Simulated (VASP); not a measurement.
Wanted: the native input for a VASP 6.6.1 run.

| Property | Result |
| --- | --- |
| Task | electric field gradients |
| Functional | LDA |
| Potentials or basis | VASP PAW LDA potentials, release 64 (Cd, Se) |
| Cutoff | 520 eV |
| k mesh | 8 × 8 × 8 |
| Occupations | fermi-dirac, width 0.03 eV |
| Spin | no spin polarisation |
| Dipole correction | no |
| Further INCAR settings | ALGO = Normal; EDIFF = 1e-08; NBANDS = 16 |

The structure of CdSe lies in POSCAR:

```
CdSe
1.0
    0.0614054240      3.1009739106      3.1009739106
    3.1009739106      0.0614054240      3.1009739106
    3.1009739106      3.1009739106      0.0614054240
Cd Se
1 1
Direct
    0.0000000000      0.0000000000      0.0000000000
    0.2500000000      0.2500000000      0.2500000000
```

This cell differs from its parent crystal: equal xy, yz and zx shear strains of +2 %.

One way to write it, as run:

INCAR

```
  PREC = Accurate
  ENCUT = 520
  EDIFF = 1E-8
  ISMEAR = -1
  SIGMA = 0.03
  LREAL = F
  LASPH = T
  NELM = 60
  ALGO = Normal
  ISIF = 2
  LWAVE = F
  LCHARG = F
  LEFG = T
  NBANDS = 16
```

KPOINTS

```
Automatic mesh
0
Gamma
  8 8 8
```

Potentials or basis: VASP PAW LDA potentials, release 64 (Cd, Se).

Run with:

```bash
$ cat potpaw_LDA.64/Cd/POTCAR potpaw_LDA.64/Se/POTCAR > POTCAR
$ mpirun -np 1 vasp_std > vasp.out
```

Results of the run:

The pressure is -2.8 GPa, the largest force is 0.145 eV/Å and the band gap on the k mesh is 0.29 eV, direct.

Caveat: the cell differs from its parent crystal (equal xy, yz and zx shear strains of +2 %); without QUAD_EFG the Cq values of the log hold for a quadrupole moment of 1 mb, not for the nuclei.

Run time: 28 s on 1 thread of Intel(R) Xeon(R) 6975P-C (Granite Rapids) (shared host), peak memory 0.2 GiB.
